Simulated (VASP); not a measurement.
Runs of VASP 6.6.1 on Sb. The structure is that of space group Pm-3m (No. 221), or close to it. The cells are those of the table. This isn't the form of Sb at room conditions, which is rhombohedral.

```csv
cell,gap on the mesh (eV),pressure (GPa)
"a = 3.207, b = 3.160, c = 3.160 Å, 1 atom",none,-4.4
"a = 3.144, b = 3.160, c = 3.160 Å, 1 atom",none,-3.5
"a = 3.097, b = 3.160, c = 3.160 Å, 1 atom",none,(a)
"a = 3.192, b = 3.160, c = 3.160 Å, 1 atom",none,(b)
"a = 3.113, b = 3.160, c = 3.160 Å, 1 atom",none,-3.0
```

Alike in all rows: task single point; level r2SCAN; potentials or basis VASP PAW PBE potentials, release 64 (Sb); no spin polarisation; k mesh 16 × 16 × 16; cutoff (eV) 520; smearing gaussian 0.15 eV.

Question: Estimate the missing entries.

Answer: (a) -2.8; (b) -4.2.

Caveats: the PAW data sets were made with another functional, which shifts forces and pressure a little; spin-orbit coupling is left out, which moves the levels of the heavy elements; the cell stands under tension (at least some runs).

A k mesh can miss the band edges, and the runs leave out spin-orbit coupling on Sb.

A gap of «none» marks levels without a gap at the run's occupations.
